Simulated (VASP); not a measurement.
Write the native input for VASP 6.6.1 that does the following.

| Quantity | Value |
| --- | --- |
| Task | single point |
| Functional | PBEsol |
| Potentials or basis | VASP PAW PBE potentials, release 64 (W_sv, C) |
| Cutoff | 520 eV |
| k mesh | 11 × 11 × 11 |
| Occupations | methfessel-paxton, width 0.2 eV |
| Spin | no spin polarisation |
| Dipole correction | no |
| Further INCAR settings | ALGO = Normal; EDIFF = 1e-07; NBANDS = 16 |

The structure of WC lies in POSCAR:

```
WC
1.0
    0.0000000000      2.1729283812      2.1729283812
    2.1729283812      0.0000000000      2.1729283812
    2.1729283812      2.1729283812      0.0000000000
W C
1 1
Direct
    0.0000000000      0.0000000000      0.0000000000
    0.5000000000      0.5000000000      0.5000000000
```

One way to write it, as run:

INCAR

```
SYSTEM = WC
  ALGO = Normal
  EDIFF = 1E-7
  ENCUT = 520
  GGA = PS
  ISIF = 2
  ISMEAR = 1
  LASPH = .TRUE.
  LCHARG = .FALSE.
  LREAL = .FALSE.
  LWAVE = .FALSE.
  NBANDS = 16
  NELM = 100
  PREC = Accurate
  SIGMA = 0.2
```

KPOINTS

```
k-points
0
G
  11 11 11
  0 0 0
```

Potentials or basis: VASP PAW PBE potentials, release 64 (W_sv, C).

Run with:

```sh
$ cat potpaw_PBE.64/W_sv/POTCAR potpaw_PBE.64/C/POTCAR > POTCAR
$ mpirun -np 1 vasp_std > vasp.out
```

Results of the run:

```
Pressure               : 1.1 GPa
Band gap on the k mesh : zero (bands 9 and 10 overlap by 3.20 eV)
```

Caveat: the PAW data sets were made with another functional, which shifts forces and pressure a little; spin-orbit coupling is left out, which moves the levels of the heavy elements.

It took 14 s on 1 thread of Intel Xeon 8259CL (shared host), peak memory 0.15 GiB.
